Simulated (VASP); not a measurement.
# AlGaN2 (P-4m2) in VASP: a series of runs

Runs on AlGaN2. Level: LDA. Tasks: single point.

Program: VASP 6.6.1. These are calculated values, not measurements. Logs are shortened: lines on timing, memory, paths and dates and some standing lists are left out, and cuts for length are marked.

**1. The cell of the first run**

It takes space group P-4m2 (No. 115, tetragonal). The conventional cell has a = 3.126 Å, b = 3.126 Å, c = 4.400 Å, α = 90.00°, β = 90.00°, γ = 90.00°. Within 2.5 Å of Al (site symmetry -4m2) lie 4 N at 1.89 Å. Ga (site symmetry -4m2) has 4 N at 1.94 Å within 2.6 Å. Within 2.5 Å of N (site symmetry 2mm) lie 2 Al at 1.89 Å and 2 Ga at 1.94 Å.

**2. Single point, LDA**

Input file INCAR:

```
SYSTEM = AlGaN2
  PREC = Accurate
  ENCUT = 520
  EDIFF = 1E-6
  ISMEAR = 0
  SIGMA = 0.02
  LREAL = .FALSE.
  LASPH = .TRUE.
  NELM = 100
  ALGO = Normal
  ISIF = 2
  LWAVE = .FALSE.
  LCHARG = .FALSE.
  GGA = CA
  NBANDS = 21
```

Input file KPOINTS:

```
Automatic mesh
0
G
  8 8 6
  0 0 0
```

Input file POSCAR:

```
AlGaN2
1.0
    3.1255178334      0.0000000000      0.0000000000
    0.0000000000      3.1255178334      0.0000000000
    0.0000000000      0.0000000000      4.3998237939
Al Ga N
1 1 2
Direct
    0.5000000000      0.5000000000      0.5000000000
    0.0000000000      0.0000000000      0.0000000000
    0.5000000000      0.0000000000      0.7400964774
    0.0000000000      0.5000000000      0.2599035226
```

Potentials or basis: VASP PAW LDA potentials, release 64 (Al, Ga_d, N).

Run with:

```
> cat potpaw_LDA.64/Al/POTCAR potpaw_LDA.64/Ga_d/POTCAR potpaw_LDA.64/N/POTCAR > POTCAR
> mpirun -np 1 vasp_std > vasp.out
```

OUTCAR:

```text
SYSTEM = AlGaN2
   PREC = Accurate
   ENCUT = 520
   EDIFF = 1E-6
   ISMEAR = 0
   LREAL = .FALSE.
   LASPH = .TRUE.
   NELM = 100
   ISIF = 2
   GGA = CA

 ion  position               nearest neighbor table
   1  0.500  0.500  0.500-   3 1.89   4 1.89   3 1.89   4 1.89   2 3.12   2 3.12   2 3.12   2 3.12
                             2 3.12   2 3.12   2 3.12   2 3.12
   2  0.000  0.000  0.000-   3 1.94   4 1.94   4 1.94   3 1.94   1 3.12   1 3.12   1 3.12   1 3.12
                             1 3.12   1 3.12   1 3.12   1 3.12
   3  0.500  0.000  0.740-   1 1.89   1 1.89   2 1.94   2 1.94
   4  0.000  0.500  0.260-   1 1.89   1 1.89   2 1.94   2 1.94

  LATTYP: Found a simple tetragonal cell.
 ALAT       =     3.1255178334
 C/A-ratio  =     1.4077103470

  Lattice vectors:

 A1 = (   3.1255178334,   0.0000000000,   0.0000000000)
 A2 = (   0.0000000000,   3.1255178334,   0.0000000000)
 A3 = (   0.0000000000,   0.0000000000,   4.3998237939)

Analysis of symmetry for initial positions (statically):
=====================================================================
 Subroutine PRICEL returns:
 Original cell was already a primitive cell.

 Routine SETGRP: Setting up the symmetry group for a
 simple tetragonal supercell.

 Subroutine GETGRP returns: Found  8 space group operations
 (whereof  8 operations were pure point group operations)
 out of a pool of 16 trial point group operations.

The static configuration has the point symmetry D_2d.

Analysis of symmetry for dynamics (positions and initial velocities):
=====================================================================
 Subroutine PRICEL returns:
 Original cell was already a primitive cell.

 Routine SETGRP: Setting up the symmetry group for a
 simple tetragonal supercell.

 Subroutine GETGRP returns: Found  8 space group operations
 (whereof  8 operations were pure point group operations)
 out of a pool of 16 trial point group operations.

The dynamic configuration has the point symmetry D_2d.

 Subroutine INISYM returns: Found  8 space group operations
 (whereof  8 operations are pure point group operations),
 and found     1 'primitive' translations

----------------------------------------------------------------------------------------

                                     Primitive cell

  volume of cell :      42.9813

  direct lattice vectors                    reciprocal lattice vectors
     3.125517833  0.000000000  0.000000000     0.319946983  0.000000000  0.000000000
     0.000000000  3.125517833  0.000000000     0.000000000  0.319946983  0.000000000
     0.000000000  0.000000000  4.399823794     0.000000000  0.000000000  0.227281829

  length of vectors
     3.125517833  3.125517833  4.399823794     0.319946983  0.319946983  0.227281829

  position of ions in fractional coordinates (direct lattice)
     0.500000000  0.500000000  0.500000000
     0.000000000  0.000000000  0.000000000
     0.500000000  0.000000000  0.740096477
     0.000000000  0.500000000  0.259903523

  ion indices of the primitive-cell ions
   primitive index   ion index
                 1           1
                 2           2
                 3           3
                 4           4

----------------------------------------------------------------------------------------

 KPOINTS: Automatic mesh

Automatic generation of k-mesh.
 Grid dimensions read from file:
 generate k-points for:    8    8    6

 Generating k-lattice:

  Cartesian coordinates                     Fractional coordinates (reciprocal lattice)
     0.039993373  0.000000000  0.000000000     0.125000000  0.000000000  0.000000000
     0.000000000  0.039993373  0.000000000     0.000000000  0.125000000  0.000000000
     0.000000000  0.000000000  0.037880305     0.000000000  0.000000000  0.166666667

  Length of vectors
     0.039993373  0.039993373  0.037880305

  Shift w.r.t. Gamma in fractional coordinates (k-lattice)
     0.000000000  0.000000000  0.000000000

 Subroutine IBZKPT returns following result:
 ===========================================

 Found     60 irreducible k-points:

 Following reciprocal coordinates:
            Coordinates               Weight
  0.000000  0.000000  0.000000      1.000000
  0.125000  0.000000  0.000000      4.000000
  0.250000  0.000000  0.000000      4.000000
  0.375000  0.000000  0.000000      4.000000
  0.500000  0.000000  0.000000      2.000000
  0.125000  0.125000  0.000000      4.000000
[... 16 lines left out ...]
  0.375000  0.125000  0.166667     16.000000
  0.500000  0.125000  0.166667      8.000000
 [... further k-points ...]
   k-points           NKPTS =     60   k-points in BZ     NKDIM =     60   number of bands    NBANDS=     21
   number of dos      NEDOS =    301   number of ions     NIONS =      4
   total plane-waves  NPLWV =  20736
   dimension x,y,z NGX =    24 NGY =   24 NGZ =   36
   dimension x,y,z NGXF=    48 NGYF=   48 NGZF=   72
   ions per type =               1   1   2
   NGX,Y,Z   is equivalent  to a cutoff of  12.77, 12.77, 13.60 a.u.
   NGXF,Y,Z  is equivalent  to a cutoff of  25.53, 25.53, 27.20 a.u.
 SYSTEM =  AlGaN2
   PREC   = accura    normal or accurate (medium, high low for compatibility)
   ISTART =      0    job   : 0-new  1-cont  2-samecut
   ICHARG =      2    charge: 1-file 2-atom 10-const
   ISPIN  =      1    spin polarized calculation?
   LNONCOLLINEAR =      F non collinear calculations
   LSORBIT =      F    spin-orbit coupling
   LASPH  =      T    aspherical Exc in radial PAW
   ENCUT  =  520.0 eV  38.22 Ry    6.18 a.u.   5.81  5.81  8.18*2*pi/ulx,y,z
   NELM   =    100;   NELMIN=  2; NELMDL= -5     # of ELM steps
   EDIFF  = 0.1E-05   stopping-criterion for ELM
   LREAL  =      F    real-space projection
   EDIFFG = 0.1E-04   stopping-criterion for IOM
   NSW    =      0    number of steps for IOM
   IBRION =     -1    ionic relax: 0-MD 1-quasi-New 2-CG
   NFREE  =      0    steps in history (QN), initial steepest desc. (CG)
   ISIF   =      2    stress and relaxation
   ISYM   =      2    0-nonsym 1-usesym 2-fastsym
   POTIM  = 0.5000    time-step for ionic-motion
   TEBEG  =    0.0;   TEEND  =   0.0 temperature during run
   PSTRESS=    0.0 pullay stress
   NELECT =      26.0000    total number of electrons
   NUPDOWN=      -1.0000    fix difference up-down
   EMIN   =  10.00;   EMAX   =-10.00  energy-range for DOS
   EFERMI =   0.00;   METHOD = LEGACY
   ISMEAR =     0;   SIGMA  =   0.02  broadening in eV -4-tet -1-fermi 0-gaus
   EFERMI_NEDOS =   21; number of points for ismear=-14 and -15
   IALGO  =     38    algorithm
   IMIX   =      4    mixing-type and parameters
     AMIX     =   0.40;   BMIX     =  1.00
     AMIX_MAG =   1.60;   BMIX_MAG =  1.00
  volume/ion in A,a.u.               =      10.75        72.51
  Fermi-wavevector in a.u.,A,eV,Ry     =   1.384542  2.616405 26.081785  1.916957
  Thomas-Fermi vector in A             =   2.509037
   LORBIT       =      0    0 simple, 1 ext, 2 COOP (PROOUT), +10 PAW based schemes
   GGA     = CA    functional components
   LHFCALC =     F    Hartree Fock is set to
   AEXX    =    0.0000 exact exchange contribution
   IVDW    =     0    specifies the selected vdW correction
   LEPSILON=     F    determine dielectric tensor
   LRPA    =     F    only Hartree local field effects (RPA)
 non-spin polarized calculation
 Gauss-broadening in eV      SIGMA  =   0.02
  energy-cutoff  :      520.00
  volume of cell :       42.98
 maximum number of plane-waves:      1184
 NGX is ok and might be reduce to    24
   NGX = 11   NGY = 11   NGZ = 17

 number of electron      25.9999990 magnetization

 Free energy of the ion-electron system (eV)
  ---------------------------------------------------
  ext. energy  EPLUGINS =         0.00000000
  ---------------------------------------------------
  free energy    TOTEN  =       -30.31504783 eV

  energy without entropy =      -30.31504783  energy(sigma->0) =      -30.31504783

 E-fermi :   5.6925     XC(G=0): -11.7972

 val. band max:        5.5533621728   @ k =   0.0000   0.0000   0.0000
 cond. band min:       8.5442009824   @ k =   0.0000   0.0000   0.0000
 fundamental gap:      2.9908388096
 Fermi energy:         5.6925117771

 k-point     1 :       0.0000    0.0000    0.0000
  band No.  band energies     occupation
      1      -9.9242      2.00000
      2      -8.5370      2.00000
      3      -7.5360      2.00000
      4      -7.5360      2.00000
      5      -7.4895      2.00000
      6      -7.3189      2.00000
[... 13 lines left out ...]
     20      18.2497      0.00000
     21      20.3922      0.00000

 k-point     2 :       0.1250    0.0000    0.0000
  band No.  band energies     occupation
      1      -9.7867      2.00000
      2      -8.5347      2.00000
      3      -7.5445      2.00000
      4      -7.5332      2.00000
      5      -7.4647      2.00000
      6      -7.3307      2.00000
[... 13 lines left out ...]
     20      18.0598      0.00000
     21      19.9552      0.00000

 k-point     3 :       0.2500    0.0000    0.0000
  band No.  band energies     occupation
      1      -9.4225      2.00000
      2      -8.5410      2.00000
      3      -7.5274      2.00000
      4      -7.5266      2.00000
      5      -7.3797      2.00000
      6      -7.3591      2.00000
[... 13 lines left out ...]
     20      17.5144      0.00000
     21      18.9661      0.00000

 k-point     4 :       0.3750    0.0000    0.0000
  band No.  band energies     occupation
      1      -8.9989      2.00000
      2      -8.5769      2.00000
      3      -7.5198      2.00000
      4      -7.4806      2.00000
      5      -7.3873      2.00000
      6      -7.1340      2.00000
[... 13 lines left out ...]
     20      17.3790      0.00000
     21      18.0530      0.00000

 k-point     5 :       0.5000    0.0000    0.0000
  band No.  band energies     occupation
      1      -8.7756      2.00000
      2      -8.6348      2.00000
      3      -7.5169      2.00000
      4      -7.4599      2.00000
      5      -7.3990      2.00000
      6      -6.7523      2.00000
[... 13 lines left out ...]
     20      17.4963      0.00000
     21      17.5388      0.00000

 k-point     6 :       0.1250    0.1250    0.0000
  band No.  band energies     occupation
      1      -9.6543      2.00000
      2      -8.5298      2.00000
      3      -7.5521      2.00000
      4      -7.5237      2.00000
      5      -7.4421      2.00000
      6      -7.3421      2.00000
[... 13 lines left out ...]
     20      17.8593      0.00000
     21      18.7234      0.00000

 k-point     7 :       0.2500    0.1250    0.0000
  band No.  band energies     occupation
      1      -9.3087      2.00000
      2      -8.5293      2.00000
      3      -7.5459      2.00000
      4      -7.4934      2.00000
      5      -7.3893      2.00000
      6      -7.3339      2.00000
[... 13 lines left out ...]
     20      17.6277      0.00000
     21      17.9871      0.00000
[... 291 lines left out ...]
      1      -8.7887      2.00000
      2      -8.6148      2.00000
      3      -7.5183      2.00000
      4      -7.4458      2.00000
      5      -7.3988      2.00000
      6      -6.7399      2.00000
[... 13 lines left out ...]
     20      16.8827      0.00000
     21      17.2176      0.00000

 k-point    21 :       0.1250    0.1250    0.1667
  band No.  band energies     occupation
      1      -9.5487      2.00000
      2      -8.5473      2.00000
      3      -7.5574      2.00000
      4      -7.5106      2.00000
      5      -7.4418      2.00000
      6      -7.3419      2.00000
[... 13 lines left out ...]
     20      17.3799      0.00000
     21      18.9729      0.00000

 k-point    22 :       0.2500    0.1250    0.1667
  band No.  band energies     occupation
      1      -9.2331      2.00000
      2      -8.5389      2.00000
      3      -7.5484      2.00000
      4      -7.4734      2.00000
      5      -7.3876      2.00000
      6      -7.3249      2.00000
[... 13 lines left out ...]
     20      17.5917      0.00000
     21      18.2723      0.00000

 k-point    23 :       0.3750    0.1250    0.1667
  band No.  band energies     occupation
      1      -8.8966      2.00000
      2      -8.5537      2.00000
      3      -7.5302      2.00000
      4      -7.4381      2.00000
      5      -7.4092      2.00000
      6      -7.0302      2.00000
[... 13 lines left out ...]
     20      17.6342      0.00000
     21      17.9124      0.00000

 k-point    24 :       0.5000    0.1250    0.1667
  band No.  band energies     occupation
      1      -8.7451      2.00000
      2      -8.5786      2.00000
      3      -7.5235      2.00000
      4      -7.4232      2.00000
      5      -7.4220      2.00000
      6      -6.6495      2.00000
[... 13 lines left out ...]
     20      17.6781      0.00000
     21      17.6971      0.00000

 [... further k-points ...]
[... 5 lines left out ...]
  --------------------------------------------------------------------------------------
  -------------------------------------------------------------------------------------
  Total       -0.3232769     -0.3232769     -0.3210314      0.0000000      0.0000000      0.0000000
  in kB      -12.0505253    -12.0505253    -11.9668242      0.0000000      0.0000000      0.0000000
  external PRESSURE =     -12.0226249 kB  Pullay stress =       0.0000000 kB

 VOLUME and BASIS-vectors are now :
 -----------------------------------------------------------------------------
  energy-cutoff  :      520.00
  volume of cell :       42.98
      direct lattice vectors                 reciprocal lattice vectors
     3.125517833  0.000000000  0.000000000     0.319946983  0.000000000  0.000000000
     0.000000000  3.125517833  0.000000000     0.000000000  0.319946983  0.000000000
     0.000000000  0.000000000  4.399823794     0.000000000  0.000000000  0.227281829

 POSITION                                       TOTAL-FORCE (eV/Angst)
 -----------------------------------------------------------------------------------
      1.56276      1.56276      2.19991         0.000000     -0.000000      0.000000
      0.00000      0.00000      0.00000         0.000000      0.000000      0.000000
      1.56276      0.00000      3.25629         0.000000      0.000000     -0.031976
      0.00000      1.56276      1.14353        -0.000000      0.000000      0.031976
 -----------------------------------------------------------------------------------
    total drift:                                0.000000      0.000000      0.000000

  FREE ENERGIE OF THE ION-ELECTRON SYSTEM (eV)
  ---------------------------------------------------
  free  energy   TOTEN  =       -30.3150478283 eV

  energy  without entropy=      -30.3150478283  energy(sigma->0) =      -30.31504783
```

Wall time 25 s (1 thread of Intel Xeon 6975P-C, shared host); peak memory 0.17 GiB.

Results:

```
Free energy            : -30.3150 eV
Pressure               : -1.2 GPa
Largest force          : 0.032 eV/Å
Band gap on the k mesh : 2.99 eV, direct
```

Forces on the atoms (eV/Å):
```
Al   0.000  0.000  0.000
Ga   0.000  0.000  0.000
N    0.000  0.000 -0.032
N    0.000  0.000  0.032
```

Levels at points of the mesh, in eV from the valence-band top:
```tsv
k point	band 9	band 10	band 11	band 12	band 13	band 14	band 15	band 16	band 17	band 18
(0.00, 0.00, 0.00)	-2.38	-2.38	-0.22	0.00	0.00	2.99	3.48	7.53	11.20	11.20
(0.50, 0.00, 0.00)	-4.49	-3.01	-2.93	-0.99	-0.72	7.15	7.18	7.97	8.38	10.19
(0.50, 0.50, 0.00)	-5.02	-2.35	-2.32	-2.32	-2.30	3.24	3.24	6.30	8.68	12.45
(0.00, 0.00, 0.50)	-2.54	-1.60	-1.60	-1.02	-1.02	5.26	5.39	7.94	9.16	11.21
(0.50, 0.00, 0.50)	-6.31	-0.97	-0.89	-0.62	-0.59	5.25	6.61	9.14	9.45	10.16
(0.50, 0.50, 0.50)	-4.41	-4.07	-3.32	-3.31	-3.31	6.14	6.14	8.92	10.86	11.10
```

**3. Single point, LDA**

Input file INCAR:

```
ALGO     = Normal         # electronic algorithm
EDIFF    = 1E-6           # SCF threshold, eV
ENCUT    = 520            # plane-wave cutoff, eV
ISIF     = 2              # what is computed and relaxed
ISMEAR   = 0              # smearing method
LASPH    = T              # aspherical terms in the spheres
LCHARG   = T              # write CHGCAR
LELF     = T              # ELF
LREAL    = F              # projectors in reciprocal space
LVHAR    = T            
LWAVE    = F              # write WAVECAR
NBANDS   = 21             # bands
NELM     = 100            # most SCF steps
PREC     = Accurate       # precision mode
SIGMA    = 0.02           # smearing width, eV
```

Input file KPOINTS:

```
k-points
0
Gamma
  8 8 6
```

POSCAR is that of step 2.

Potentials or basis: VASP PAW LDA potentials, release 64 (Al, Ga_d, N).

Run with:

```
> cat potpaw_LDA.64/Al/POTCAR potpaw_LDA.64/Ga_d/POTCAR potpaw_LDA.64/N/POTCAR > POTCAR
> mpirun -np 1 vasp_std > vasp.out
```

Wall time 25 s (1 thread of Intel Xeon 6975P-C, shared host); peak memory 0.18 GiB.

The run converged. Its results:

```
Free energy            : -30.3150 eV
Pressure               : -1.2 GPa
Largest force          : 0.032 eV/Å
Band gap on the k mesh : 2.99 eV, direct
```

Forces on the atoms (eV/Å):
```
Al   0.000  0.000  0.000
Ga   0.000  0.000  0.000
N    0.000  0.000 -0.032
N    0.000  0.000  0.032
```

Levels at points of the mesh, in eV from the valence-band top:
```tsv
k point	band 10	band 11	band 12	band 13	band 14	band 15	band 16	band 17
(0.00, 0.00, 0.00)	-2.38	-0.22	0.00	0.00	2.99	3.48	7.53	11.20
(0.50, 0.00, 0.00)	-3.01	-2.93	-0.99	-0.72	7.15	7.18	7.97	8.38
(0.50, 0.50, 0.00)	-2.35	-2.32	-2.32	-2.30	3.24	3.24	6.30	8.68
(0.00, 0.00, 0.50)	-1.60	-1.60	-1.02	-1.02	5.26	5.39	7.94	9.16
(0.50, 0.00, 0.50)	-0.97	-0.89	-0.62	-0.59	5.25	6.61	9.14	9.45
(0.50, 0.50, 0.50)	-4.07	-3.32	-3.31	-3.31	6.14	6.14	8.92	10.86
```
